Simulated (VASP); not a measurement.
# Sb (I4/mcm) in VASP: a series of runs, part 2 of 3

VASP 6.6.1. The steps go on from the part before.

### 4 Single point, r2SCAN

This run uses another cell than the first one, of 32.90 Å³/atom, 1.042 times its volume.

File POSCAR:

```
Sb
1.0
   -4.0300106443      4.0300106443      2.0254867038
    4.0300106443     -4.0300106443      2.0254867038
    4.0300106443      4.0300106443     -2.0254867038
Sb
4
Direct
    0.6512630600      0.1512630600      0.8025261200
    0.1512630600      0.3487369400      0.5000000000
    0.3487369400      0.8487369400      0.1974738800
    0.8487369400      0.6512630600      0.5000000000
```

File INCAR.step1:

```
SYSTEM = Sb
  PREC = Accurate
  ENCUT = 520
  ISMEAR = -1
  SIGMA = 0.05
  LREAL = .FALSE.
  LASPH = .TRUE.
  NELM = 100
  NBANDS = 18
  GGA = PE
  ALGO = Normal
  EDIFF = 1E-4
  LWAVE = .TRUE.
  LCHARG = .FALSE.
```

File INCAR.step2:

```
SYSTEM = Sb
  PREC = Accurate
  ENCUT = 520
  EDIFF = 1E-6
  ISMEAR = -1
  SIGMA = 0.05
  LREAL = .FALSE.
  LASPH = .TRUE.
  NELM = 100
  ALGO = Normal
  ISIF = 2
  LWAVE = .FALSE.
  LCHARG = .TRUE.
  METAGGA = R2SCAN
  LMIXTAU = .TRUE.
  LELF = .TRUE.
  LVHAR = .TRUE.
  NBANDS = 18
  ISTART = 1
```

File KPOINTS:

```
Automatic mesh
0
G
  7 7 7
  0 0 0
```

On the command line:

```sh
$ cat potpaw_PBE.64/Sb/POTCAR > POTCAR
$ cp INCAR.step1 INCAR
$ mpirun -np 1 vasp_std > vasp.out
$ cp INCAR.step2 INCAR
$ mpirun -np 1 vasp_std > vasp.out
```

Wall time 5.3 min (1 thread of Intel Xeon Platinum 8259CL at 2.50GHz (Skylake/Cascade Lake), shared host); peak memory 0.38 GiB.

Results (log left out):

```
Free energy            : -101.4616 eV
Pressure               : 0.7 GPa
Largest force          : 0.059 eV/Å
Band gap on the k mesh : zero (band 10 reaches 6.66 eV, above the bottom of band 11 at 4.96 eV)
```

Forces on the atoms (eV/Å):
```
Sb   0.042  0.042  0.000
Sb  -0.042  0.042  0.000
Sb  -0.042 -0.042  0.000
Sb   0.042 -0.042  0.000
```

Stress tensor (GPa, compression positive):
```
0.58 0.00 0.00
0.00 0.58 0.00
0.00 0.00 0.88
```

Levels at points of the mesh, in eV from the Fermi level:
| k point | band 8 | band 9 | band 10 | band 11 | band 12 | band 13 |
| --- | --- | --- | --- | --- | --- | --- |
| (0.00, 0.00, 0.00) | -1.12 | -1.12 | -1.09 | -1.09 | -0.27 | 2.84 |

Caveat: the PAW data sets were made with another functional, which shifts forces and pressure a little; spin-orbit coupling is left out, which moves the levels of the heavy elements.

### 5 Single point, r2SCAN

This run uses another cell than the first one, of 33.55 Å³/atom, 1.063 times its volume.

File POSCAR:

```
Sb
1.0
   -4.0567002343      4.0567002343      2.0389009140
    4.0567002343     -4.0567002343      2.0389009140
    4.0567002343      4.0567002343     -2.0389009140
Sb
4
Direct
    0.6512630600      0.1512630600      0.8025261200
    0.1512630600      0.3487369400      0.5000000000
    0.3487369400      0.8487369400      0.1974738800
    0.8487369400      0.6512630600      0.5000000000
```

File INCAR.step1:

```
PREC = Accurate
ENCUT = 520
ISMEAR = -1
SIGMA = 0.05
LREAL = F
LASPH = T
NELM = 60
NBANDS = 18
GGA = PE
ALGO = Normal
EDIFF = 1E-4
LWAVE = T
LCHARG = F
```

File INCAR.step2:

```
PREC = Accurate
ENCUT = 520
EDIFF = 1E-7
ISMEAR = -1
SIGMA = 0.05
LREAL = F
LASPH = T
NELM = 60
ALGO = Normal
ISIF = 2
LWAVE = F
LCHARG = F
METAGGA = R2SCAN
LMIXTAU = T
NBANDS = 18
ISTART = 1
```

File KPOINTS:

```
Automatic mesh
0
Gamma
  7 7 7
```

Potentials or basis: VASP PAW PBE potentials, release 64 (Sb).

On the command line:

```sh
$ cat potpaw_PBE.64/Sb/POTCAR > POTCAR
$ cp INCAR.step1 INCAR
$ mpirun -np 1 vasp_std > vasp.out
$ cp INCAR.step2 INCAR
$ mpirun -np 1 vasp_std > vasp.out
```

OUTCAR:

```text
PREC = Accurate
   ENCUT = 520
   EDIFF = 1E-7
   ISMEAR = -1
   LREAL = F
   LASPH = T
   NELM = 60
   ISIF = 2
   METAGGA = R2SCAN
   ISTART = 1

 ion  position               nearest neighbor table
   1  0.651  0.151  0.803-   3 3.05   3 3.05   2 3.19   4 3.19   2 3.19   4 3.19   3 3.47
   2  0.151  0.349  0.500-   4 3.05   4 3.05   1 3.19   3 3.19   1 3.19   3 3.19   4 3.47
   3  0.349  0.849  0.197-   1 3.05   1 3.05   2 3.19   4 3.19   4 3.19   2 3.19   1 3.47
   4  0.849  0.651  0.500-   2 3.05   2 3.05   1 3.19   3 3.19   3 3.19   1 3.19   2 3.47

  LATTYP: Found a body centered tetragonal cell.
 ALAT       =     8.1134004686
 C/A-ratio  =     0.5026008323

  Lattice vectors:

 A1 = (  -4.0567002343,   4.0567002343,   2.0389009140)
 A2 = (   4.0567002343,  -4.0567002343,   2.0389009140)
 A3 = (   4.0567002343,   4.0567002343,  -2.0389009140)

Analysis of symmetry for initial positions (statically):
=====================================================================
 Subroutine PRICEL returns:
 Original cell was already a primitive cell.

 Routine SETGRP: Setting up the symmetry group for a
 body centered tetragonal supercell.

 Subroutine GETGRP returns: Found 16 space group operations
 (whereof  8 operations were pure point group operations)
 out of a pool of 16 trial point group operations.

The static configuration has the point symmetry C_4h.
 The point group associated with its full space group is D_4h.

Analysis of symmetry for dynamics (positions and initial velocities):
=====================================================================
 Subroutine PRICEL returns:
 Original cell was already a primitive cell.

 Routine SETGRP: Setting up the symmetry group for a
 body centered tetragonal supercell.

 Subroutine GETGRP returns: Found 16 space group operations
 (whereof  8 operations were pure point group operations)
 out of a pool of 16 trial point group operations.

The dynamic configuration has the point symmetry C_4h.
 The point group associated with its full space group is D_4h.

 Subroutine INISYM returns: Found 16 space group operations
 (whereof  8 operations are pure point group operations),
 and found     1 'primitive' translations

----------------------------------------------------------------------------------------

                                     Primitive cell

  volume of cell :     134.2153

  direct lattice vectors                    reciprocal lattice vectors
    -4.056700234  4.056700234  2.038900914     0.000000000  0.123252883  0.245230161
     4.056700234 -4.056700234  2.038900914     0.123252883  0.000000000  0.245230161
     4.056700234  4.056700234 -2.038900914     0.123252883  0.123252883  0.000000000

  length of vectors
     6.088575410  6.088575410  6.088575410     0.274461482  0.274461482  0.174305899

  position of ions in fractional coordinates (direct lattice)
     0.651263060  0.151263060  0.802526120
     0.151263060  0.348736940  0.500000000
     0.348736940  0.848736940  0.197473880
     0.848736940  0.651263060  0.500000000

  ion indices of the primitive-cell ions
   primitive index   ion index
                 1           1
                 2           2
                 3           3
                 4           4

----------------------------------------------------------------------------------------

 KPOINTS: Automatic mesh

Automatic generation of k-mesh.
 Grid dimensions read from file:
 generate k-points for:    7    7    7

 Generating k-lattice:

  Cartesian coordinates                     Fractional coordinates (reciprocal lattice)
     0.000000000  0.017607555  0.035032880     0.142857143  0.000000000  0.000000000
     0.017607555  0.000000000  0.035032880     0.000000000  0.142857143  0.000000000
     0.017607555  0.017607555  0.000000000     0.000000000  0.000000000  0.142857143

  Length of vectors
     0.039208783  0.039208783  0.024900843

  Shift w.r.t. Gamma in fractional coordinates (k-lattice)
     0.000000000  0.000000000  0.000000000

 Subroutine IBZKPT returns following result:
 ===========================================

 Found     40 irreducible k-points:

 Following reciprocal coordinates:
            Coordinates               Weight
  0.000000  0.000000  0.000000      1.000000
  0.142857  0.000000  0.000000      8.000000
  0.285714  0.000000 -0.000000      8.000000
  0.428571  0.000000  0.000000      8.000000
  0.142857  0.142857  0.000000      8.000000
  0.285714  0.142857 -0.000000     16.000000
[... 16 lines left out ...]
 -0.142857  0.285714  0.142857      8.000000
 -0.428571  0.428571  0.142857      8.000000
 [... further k-points ...]
   k-points           NKPTS =     40   k-points in BZ     NKDIM =     40   number of bands    NBANDS=     18
   number of dos      NEDOS =    301   number of ions     NIONS =      4
   total plane-waves  NPLWV = 110592
   dimension x,y,z NGX =    48 NGY =   48 NGZ =   48
   dimension x,y,z NGXF=    96 NGYF=   96 NGZF=   96
   ions per type =               4
   NGX,Y,Z   is equivalent  to a cutoff of  13.11, 13.11, 13.11 a.u.
   NGXF,Y,Z  is equivalent  to a cutoff of  26.21, 26.21, 26.21 a.u.
 SYSTEM =  unknown system
   PREC   = accura    normal or accurate (medium, high low for compatibility)
   ISTART =      1    job   : 0-new  1-cont  2-samecut
   ICHARG =      0    charge: 1-file 2-atom 10-const
   ISPIN  =      1    spin polarized calculation?
   LNONCOLLINEAR =      F non collinear calculations
   LSORBIT =      F    spin-orbit coupling
   LASPH  =      T    aspherical Exc in radial PAW
   ENCUT  =  520.0 eV  38.22 Ry    6.18 a.u.  11.32 11.32 11.32*2*pi/ulx,y,z
   NELM   =     60;   NELMIN=  2; NELMDL=  0     # of ELM steps
   EDIFF  = 0.1E-06   stopping-criterion for ELM
   LREAL  =      F    real-space projection
   EDIFFG = 0.1E-05   stopping-criterion for IOM
   NSW    =      0    number of steps for IOM
   IBRION =     -1    ionic relax: 0-MD 1-quasi-New 2-CG
   NFREE  =      0    steps in history (QN), initial steepest desc. (CG)
   ISIF   =      2    stress and relaxation
   ISYM   =      2    0-nonsym 1-usesym 2-fastsym
   POTIM  = 0.5000    time-step for ionic-motion
   TEBEG  =    0.0;   TEEND  =   0.0 temperature during run
   PSTRESS=    0.0 pullay stress
   NELECT =      20.0000    total number of electrons
   NUPDOWN=      -1.0000    fix difference up-down
   EMIN   =  10.00;   EMAX   =-10.00  energy-range for DOS
   EFERMI =   0.00;   METHOD = LEGACY
   ISMEAR =    -1;   SIGMA  =   0.05  broadening in eV -4-tet -1-fermi 0-gaus
   EFERMI_NEDOS =   21; number of points for ismear=-14 and -15
   IALGO  =     38    algorithm
   IMIX   =      4    mixing-type and parameters
     AMIX     =   0.40;   BMIX     =  1.00
     AMIX_MAG =   1.60;   BMIX_MAG =  1.00
  volume/ion in A,a.u.               =      33.55       226.43
  Fermi-wavevector in a.u.,A,eV,Ry     =   0.867929  1.640148 10.249278  0.753301
  Thomas-Fermi vector in A             =   1.986534
   LORBIT       =      0    0 simple, 1 ext, 2 COOP (PROOUT), +10 PAW based schemes
   METAGGA = R2SCAN    functional components
   LHFCALC =     F    Hartree Fock is set to
   AEXX    =    0.0000 exact exchange contribution
   IVDW    =     0    specifies the selected vdW correction
   LEPSILON=     F    determine dielectric tensor
   LRPA    =     F    only Hartree local field effects (RPA)
 non-spin polarized calculation
  energy-cutoff  :      520.00
  volume of cell :      134.22
 maximum number of plane-waves:      3637
 NGX is ok and might be reduce to    48
   NGX = 23   NGY = 23   NGZ = 23

 number of electron      20.0000001 magnetization

 Free energy of the ion-electron system (eV)
  ---------------------------------------------------
  ext. energy  EPLUGINS =         0.00000000
  ---------------------------------------------------
  free energy    TOTEN  =      -101.46420138 eV

  energy without entropy =     -101.43939527  energy(sigma->0) =     -101.45179833

 E-fermi :   5.8155     XC(G=0):  -9.3906

 val. band max:        5.8069432653   @ k =  -0.1429   0.1429   0.1429
 cond. band min:       5.8176691836   @ k =  -0.4286  -0.4286   0.4286
 fundamental gap:      0.0107259183
 Fermi energy:         5.8154786666

 k-point     1 :       0.0000    0.0000    0.0000
  band No.  band energies     occupation
      1      -7.1389      2.00000
      2      -3.6490      2.00000
      3      -2.3780      2.00000
      4      -2.3780      2.00000
      5       0.8445      2.00000
      6       4.1077      2.00000
[... 481 lines left out ...]
      5       2.2182      2.00000
      6       3.1349      2.00000
[... 10 lines left out ...]
     17      10.3602      0.00000
     18      11.0607      0.00000

 [... further k-points ...]
[... 5 lines left out ...]
  --------------------------------------------------------------------------------------
  -------------------------------------------------------------------------------------
  Total       -0.2658854     -0.2658854     -0.3249776      0.0000000      0.0000000      0.0000000
  in kB       -3.1739719     -3.1739719     -3.8793775      0.0000000      0.0000000      0.0000000
  external PRESSURE =      -3.4091071 kB  Pullay stress =       0.0000000 kB

 VOLUME and BASIS-vectors are now :
 -----------------------------------------------------------------------------
  energy-cutoff  :      520.00
  volume of cell :      134.22
      direct lattice vectors                 reciprocal lattice vectors
    -4.056700234  4.056700234  2.038900914     0.000000000  0.123252883  0.245230161
     4.056700234 -4.056700234  2.038900914     0.123252883  0.000000000  0.245230161
     4.056700234  4.056700234 -2.038900914     0.123252883  0.123252883  0.000000000

 POSITION                                       TOTAL-FORCE (eV/Angst)
 -----------------------------------------------------------------------------------
      1.22726      5.28396     -0.00000         0.022041      0.022041      0.000000
      2.82944      1.22726      0.00000        -0.022041      0.022041     -0.000000
      2.82944     -1.22726      2.03890        -0.022041     -0.022041     -0.000000
      1.22726      2.82944      2.03890         0.022041     -0.022041      0.000000
 -----------------------------------------------------------------------------------
    total drift:                                0.000000     -0.000000     -0.000000

  FREE ENERGIE OF THE ION-ELECTRON SYSTEM (eV)
  ---------------------------------------------------
  free  energy   TOTEN  =      -101.4642013788 eV

  energy  without entropy=     -101.4393952734  energy(sigma->0) =     -101.45179833
```

Wall time 5.6 min (1 thread of Intel Xeon Platinum 8259CL at 2.50GHz (Skylake/Cascade Lake), shared host); peak memory 0.39 GiB.

What came out:

```yaml
Free_energy: -101.4642 eV
Pressure: -0.3 GPa
Largest_force: 0.031 eV/Å
Band_gap_on_the_k_mesh: zero (band 10 reaches 6.44 eV, above the bottom of band 11 at 4.76 eV)
```

Forces on the atoms (eV/Å):
```
Sb   0.022  0.022  0.000
Sb  -0.022  0.022  0.000
Sb  -0.022 -0.022  0.000
Sb   0.022 -0.022  0.000
```

Levels at points of the mesh, in eV from the Fermi level:
| k point | band 6 | band 7 | band 8 | band 9 | band 10 | band 11 | band 12 | band 13 | band 14 | band 15 |
| --- | --- | --- | --- | --- | --- | --- | --- | --- | --- | --- |
| (0.00, 0.00, 0.00) | -1.71 | -1.13 | -1.12 | -1.12 | -1.06 | -1.06 | -0.27 | 2.84 | 2.84 | 3.53 |

Caveat: the PAW data sets were made with another functional, which shifts forces and pressure a little; spin-orbit coupling is left out, which moves the levels of the heavy elements.

(Part 2 of 3 ends here.)
